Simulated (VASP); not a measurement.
# MnO (Fm-3m) in VASP: further runs

Runs on MnO. Level: PBE+U. Tasks: single point.

Program: VASP 6.6.1. These are calculated values, not measurements. Logs are shortened: lines on timing, memory, paths and dates and some standing lists are left out, and cuts for length are marked.

## Step 1: The cell of the first run

The structure is cubic, space group Fm-3m (No. 225). Conventional cell: a = 4.444 Å, b = 4.444 Å, c = 4.444 Å, α = 90.00°, β = 90.00°, γ = 90.00°. Mn (site symmetry m-3m) has 6 O at 2.22 Å within 2.9 Å. Within 2.9 Å of O (site symmetry m-3m) lie 6 Mn at 2.22 Å.

## Step 2: Single point, PBE+U, collinear spin, ferromagnetic start

Contents of INCAR:

```
SYSTEM = MnO
  ALGO = Normal
  EDIFF = 1E-6
  ENCUT = 520
  GGA = PE
  ISIF = 2
  ISMEAR = -1
  ISPIN = 2
  ISYM = 0
  LASPH = .True.
  LCHARG = .True.
  LDAU = .True.
  LDAUJ = 0 0
  LDAUL = 2 -1
  LDAUPRINT = 1
  LDAUTYPE = 2
  LDAUU = 3.9 0
  LELF = .True.
  LMAXMIX = 4
  LORBIT = 11
  LREAL = .False.
  LVHAR = .True.
  LWAVE = .False.
  MAGMOM = 4.5 4.5 0 0
  NBANDS = 31
  NELM = 150
  PREC = Accurate
  SIGMA = 0.05
```

Contents of KPOINTS:

```
k-points
0
Gamma
  7 4 7
  0 0 0
```

Contents of POSCAR:

```
MnO
1.0
    0.0000000000      2.2220000000      2.2220000000
    4.4440000000      0.0000000000      4.4440000000
    2.2220000000      2.2220000000      0.0000000000
Mn O
2 2
Direct
    0.0000000000      0.0000000000      0.0000000000
    0.0000000000      0.5000000000      0.0000000000
    0.5000000000      0.2500000000      0.5000000000
    0.5000000000      0.7500000000      0.5000000000
```

Potentials or basis: VASP PAW PBE potentials, release 64 (Mn_pv, O).

Run with:

```bash
$ cat potpaw_PBE.64/Mn_pv/POTCAR potpaw_PBE.64/O/POTCAR > POTCAR
$ mpirun -np 1 vasp_std > vasp.out
```

OUTCAR:

```text
SYSTEM = MnO
   EDIFF = 1E-6
   ENCUT = 520
   GGA = PE
   ISIF = 2
   ISMEAR = -1
   ISPIN = 2
   ISYM = 0
   LASPH = .True.
   LORBIT = 11
   LREAL = .False.
   NELM = 150
   PREC = Accurate

 ion  position               nearest neighbor table
   1  0.000  0.000  0.000-   4 2.22   3 2.22   4 2.22   3 2.22   4 2.22   3 2.22   2 3.14   2 3.14
                             2 3.14   2 3.14   2 3.14   2 3.14
   2  0.000  0.500  0.000-   3 2.22   3 2.22   4 2.22   3 2.22   4 2.22   4 2.22   1 3.14   1 3.14
                             1 3.14   1 3.14   1 3.14   1 3.14
   3  0.500  0.250  0.500-   1 2.22   1 2.22   2 2.22   1 2.22   2 2.22   2 2.22
   4  0.500  0.750  0.500-   2 2.22   1 2.22   2 2.22   1 2.22   2 2.22   1 2.22

IMPORTANT INFORMATION: All symmetrisations will be switched off!
NOSYMM: (Re-)initialisation of all symmetry stuff for point group C_1.

----------------------------------------------------------------------------------------

                                     Primitive cell

  volume of cell :      43.8826

  direct lattice vectors                    reciprocal lattice vectors
     0.000000000  2.222000000  2.222000000    -0.225022502  0.225022502  0.225022502
     4.444000000  0.000000000  4.444000000     0.112511251 -0.112511251  0.112511251
     2.222000000  2.222000000  0.000000000     0.225022502  0.225022502 -0.225022502

  length of vectors
     3.142382536  6.284765071  3.142382536     0.389750407  0.194875203  0.389750407

  position of ions in fractional coordinates (direct lattice)
     0.000000000  0.000000000  0.000000000
     0.000000000  0.500000000  0.000000000
     0.500000000  0.250000000  0.500000000
     0.500000000  0.750000000  0.500000000

  ion indices of the primitive-cell ions
   primitive index   ion index
                 1           1
                 2           2
                 3           3
                 4           4

----------------------------------------------------------------------------------------

 KPOINTS: k-points

Automatic generation of k-mesh.
 Grid dimensions read from file:
 generate k-points for:    7    4    7

 Generating k-lattice:

  Cartesian coordinates                     Fractional coordinates (reciprocal lattice)
    -0.032146072  0.032146072  0.032146072     0.142857143  0.000000000  0.000000000
     0.028127813 -0.028127813  0.028127813     0.000000000  0.250000000  0.000000000
     0.032146072  0.032146072 -0.032146072     0.000000000  0.000000000  0.142857143

  Length of vectors
     0.055678630  0.048718801  0.055678630

  Shift w.r.t. Gamma in fractional coordinates (k-lattice)
     0.000000000  0.000000000  0.000000000

 -----------------------------------------------------------------------------
|                                                                             |
|           W    W    AA    RRRRR   N    N  II  N    N   GGGG   !!!           |
|           W    W   A  A   R    R  NN   N  II  NN   N  G    G  !!!           |
|           W    W  A    A  R    R  N N  N  II  N N  N  G       !!!           |
|           W WW W  AAAAAA  RRRRR   N  N N  II  N  N N  G  GGG   !            |
|           WW  WW  A    A  R   R   N   NN  II  N   NN  G    G                |
|           W    W  A    A  R    R  N    N  II  N    N   GGGG   !!!           |
|                                                                             |
|     Your reciprocal lattice and k-lattice belong to different lattice       |
|     classes:                                                                |
|                                                                             |
[... 127 lines left out ...]
  o =  0.0191  v =  0.0000  0.0000  0.0000  0.0000  0.0000  0.9699 -0.1220  0.0000  0.2105  0.0000      0.0000  0.0000  0.0000  0.0000  0.0000  0.0000  0.0000  0.0000  0.0000  0.0000
  o =  0.0734  v =  0.0000  0.0000  0.0000  0.0000  0.0000  0.0000  0.0000 -0.4971  0.0000 -0.8677      0.0000  0.0000  0.0000  0.0000  0.0000  0.0000  0.0000  0.0000  0.0000  0.0000
  o =  0.0734  v =  0.0000  0.0000  0.0000  0.0000  0.0000 -0.0000  0.0000  0.8677 -0.0000 -0.4971      0.0000  0.0000  0.0000  0.0000  0.0000  0.0000  0.0000  0.0000  0.0000  0.0000
  o =  0.9405  v =  0.7074 -0.7068 -0.0000 -0.0053  0.0000  0.0000  0.0000  0.0000  0.0000  0.0000      0.0000  0.0000  0.0000  0.0000  0.0000  0.0000  0.0000  0.0000  0.0000  0.0000
  o =  0.9405  v =  0.5287  0.5241 -0.0001  0.6677 -0.0001  0.0000  0.0000  0.0000  0.0000  0.0000      0.0000  0.0000  0.0000  0.0000  0.0000  0.0000  0.0000  0.0000  0.0000  0.0000
  o =  0.9405  v =  0.4692  0.4751 -0.0000 -0.7444 -0.0000  0.0000  0.0000  0.0000  0.0000  0.0000      0.0000  0.0000  0.0000  0.0000  0.0000  0.0000  0.0000  0.0000  0.0000  0.0000
  o =  0.9769  v =  0.0000 -0.0000  0.8660  0.0000 -0.5000  0.0000  0.0000  0.0000  0.0000  0.0000      0.0000  0.0000  0.0000  0.0000  0.0000  0.0000  0.0000  0.0000  0.0000  0.0000
  o =  0.9770  v = -0.0001 -0.0001 -0.5000 -0.0001 -0.8660  0.0000  0.0000  0.0000  0.0000  0.0000      0.0000  0.0000  0.0000  0.0000  0.0000  0.0000  0.0000  0.0000  0.0000  0.0000

atom =   2  type =  1  l = 2

 onsite density matrix

spin component  1

  0.9405  0.0000  0.0000 -0.0000  0.0000
  0.0000  0.9405  0.0000 -0.0000  0.0000
  0.0000  0.0000  0.9769  0.0000  0.0000
 -0.0000 -0.0000  0.0000  0.9405  0.0000
  0.0000  0.0000  0.0000  0.0000  0.9769

spin component  2

  0.0191 -0.0000 -0.0000  0.0000 -0.0000
 -0.0000  0.0191  0.0000  0.0000 -0.0000
 -0.0000  0.0000  0.0734 -0.0000 -0.0000
  0.0000  0.0000 -0.0000  0.0191 -0.0000
 -0.0000 -0.0000 -0.0000 -0.0000  0.0734

 occupancies and eigenvectors

  o =  0.0191  v =  0.0000  0.0000  0.0000  0.0000  0.0000 -0.2332 -0.2620  0.0000  0.9365  0.0000      0.0000  0.0000  0.0000  0.0000  0.0000  0.0000  0.0000  0.0000  0.0000  0.0000
  o =  0.0191  v =  0.0000  0.0000  0.0000  0.0000  0.0000  0.0611 -0.9651  0.0000 -0.2548 -0.0000      0.0000  0.0000  0.0000  0.0000  0.0000  0.0000  0.0000  0.0000  0.0000  0.0000
  o =  0.0191  v =  0.0000  0.0000  0.0000  0.0000  0.0000  0.9705 -0.0022  0.0000  0.2411  0.0000      0.0000  0.0000  0.0000  0.0000  0.0000  0.0000  0.0000  0.0000  0.0000  0.0000
  o =  0.0734  v =  0.0000  0.0000  0.0000  0.0000  0.0000 -0.0000 -0.0000  0.4947 -0.0000  0.8691      0.0000  0.0000  0.0000  0.0000  0.0000  0.0000  0.0000  0.0000  0.0000  0.0000
  o =  0.0734  v =  0.0000  0.0000  0.0000  0.0000  0.0000  0.0000 -0.0000 -0.8691  0.0000  0.4947      0.0000  0.0000  0.0000  0.0000  0.0000  0.0000  0.0000  0.0000  0.0000  0.0000
  o =  0.9405  v = -0.7087  0.7055  0.0000  0.0038 -0.0000  0.0000  0.0000  0.0000  0.0000  0.0000      0.0000  0.0000  0.0000  0.0000  0.0000  0.0000  0.0000  0.0000  0.0000  0.0000
  o =  0.9405  v =  0.5273  0.5262 -0.0001  0.6672 -0.0001  0.0000  0.0000  0.0000  0.0000  0.0000      0.0000  0.0000  0.0000  0.0000  0.0000  0.0000  0.0000  0.0000  0.0000  0.0000
  o =  0.9405  v =  0.4687  0.4748 -0.0000 -0.7449 -0.0000  0.0000  0.0000  0.0000  0.0000  0.0000      0.0000  0.0000  0.0000  0.0000  0.0000  0.0000  0.0000  0.0000  0.0000  0.0000
  o =  0.9769  v =  0.0000 -0.0000  0.8660 -0.0000 -0.5000  0.0000  0.0000  0.0000  0.0000  0.0000      0.0000  0.0000  0.0000  0.0000  0.0000  0.0000  0.0000  0.0000  0.0000  0.0000
  o =  0.9770  v = -0.0001 -0.0001 -0.5000 -0.0001 -0.8660  0.0000  0.0000  0.0000  0.0000  0.0000      0.0000  0.0000  0.0000  0.0000  0.0000  0.0000  0.0000  0.0000  0.0000  0.0000

 number of electron      37.9999983 magnetization       9.9999860

 Free energy of the ion-electron system (eV)
  ---------------------------------------------------
  ext. energy  EPLUGINS =         0.00000000
  ---------------------------------------------------
  free energy    TOTEN  =       -30.91525870 eV

  energy without entropy =      -30.91469503  energy(sigma->0) =      -30.91497686

 E-fermi :   7.0873     XC(G=0): -11.8084

 val. band max:        6.9215995404   @ k =   0.0000   0.0000   0.0000
 cond. band min:       7.1337178473   @ k =   0.0000   0.0000   0.0000
 fundamental gap:      0.2121183069
 Fermi energy:         7.0873485616

 spin component 1

 k-point     1 :       0.0000    0.0000    0.0000
  band No.  band energies     occupation
      1     -42.8991      1.00000
      2     -42.8438      1.00000
      3     -42.8437      1.00000
      4     -42.8355      1.00000
      5     -42.8355      1.00000
      6     -42.8354      1.00000
[... 1625 lines left out ...]
     30      21.3867      0.00000
     31      25.1382      0.00000

 [... further k-points ...]

------------------------ aborting loop because EDIFF is reached ----------------------------------------

  FORCE on cell =-STRESS in cart. coord.  units (eV):
  Direction    XX          YY          ZZ          XY          YZ          ZX
  --------------------------------------------------------------------------------------
  -------------------------------------------------------------------------------------
  Total        2.1577205      2.1589400      2.1577184      0.0005006      0.0005022     -0.0007156
  in kB       78.7795704     78.8240965     78.7794962      0.0182778      0.0183368     -0.0261264
  external PRESSURE =      78.7943877 kB  Pullay stress =       0.0000000 kB

 VOLUME and BASIS-vectors are now :
 -----------------------------------------------------------------------------
  energy-cutoff  :      520.00
  volume of cell :       43.88
      direct lattice vectors                 reciprocal lattice vectors
     0.000000000  2.222000000  2.222000000    -0.225022502  0.225022502  0.225022502
     4.444000000  0.000000000  4.444000000     0.112511251 -0.112511251  0.112511251
     2.222000000  2.222000000  0.000000000     0.225022502  0.225022502 -0.225022502

 POSITION                                       TOTAL-FORCE (eV/Angst)
 -----------------------------------------------------------------------------------
      0.00000      0.00000      0.00000         0.000001     -0.000002      0.000000
      2.22200      0.00000      2.22200        -0.000001      0.000002     -0.000001
      2.22200      2.22200      2.22200        -0.000001      0.000001     -0.000001
      4.44400      2.22200      4.44400         0.000001     -0.000001      0.000001
 -----------------------------------------------------------------------------------
    total drift:                                0.000000      0.000000      0.000000

  FREE ENERGIE OF THE ION-ELECTRON SYSTEM (eV)
  ---------------------------------------------------
  free  energy   TOTEN  =       -30.9152587024 eV

  energy  without entropy=      -30.9146950266  energy(sigma->0) =      -30.91497686

 total charge

# of ion       s       p       d       tot
------------------------------------------
    1        0.208   6.184   4.960  11.352
    2        0.208   6.184   4.960  11.352
    3        1.555   3.456   0.000   5.011
    4        1.555   3.456   0.000   5.011
--------------------------------------------------
tot          3.527  19.281   9.919  32.726

 magnetization (x)

# of ion       s       p       d       tot
------------------------------------------
    1        0.033   0.027   4.561   4.621
    2        0.033   0.027   4.561   4.621
    3        0.024   0.133   0.000   0.157
    4        0.024   0.133   0.000   0.157
--------------------------------------------------
tot          0.113   0.320   9.123   9.555
```

Run time: 1.9 min. Hardware: 1 thread of Intel Xeon Platinum 8559C (Emerald Rapids), shared host; peak memory 0.31 GiB.

What came out:

* Free energy: -30.9153 eV
* Pressure: 7.9 GPa
* Band gap on the k mesh: 0.21 eV
* Net moment: 10.00 μB per cell
* Site moments: Mn +4.62; O +0.16 μB
* Valence electrons inside the program's atomic spheres: Mn 11.35; O 5.01

Levels at points of the mesh, in eV from the valence-band top:
Spin up:
```tsv
k point	band 21	band 22	band 23	band 24	band 25	band 26	band 27	band 28
(0.00, 0.00, 0.00)	-2.80	-2.55	0.00	0.00	0.21	4.17	8.49	12.53
(0.00, 0.50, 0.00)	-1.03	-1.03	-1.03	-1.03	2.90	2.90	10.38	10.38
```
Spin down:
```csv
k point,band 11,band 12,band 13,band 14,band 15,band 16,band 17,band 18
"(0.00, 0.00, 0.00)",-3.70,-2.49,-2.49,-2.49,1.59,3.18,3.18,3.18
"(0.00, 0.50, 0.00)",-3.16,-3.16,-3.16,-3.16,3.20,3.20,3.84,3.84
```

Eigenvalues of the final occupation matrices:
```tsv
site	spin	trace	eigenvalues
site 1 d	1	4.78	0.94 0.94 0.94 0.98 0.98
site 1 d	2	0.20	0.02 0.02 0.02 0.07 0.07
site 2 d	1	4.78	0.94 0.94 0.94 0.98 0.98
site 2 d	2	0.20	0.02 0.02 0.02 0.07 0.07
```

Caveat: only a ferromagnetic start was run, and an antiferromagnetic order may lie lower in energy.

[end of part 1 of 2]
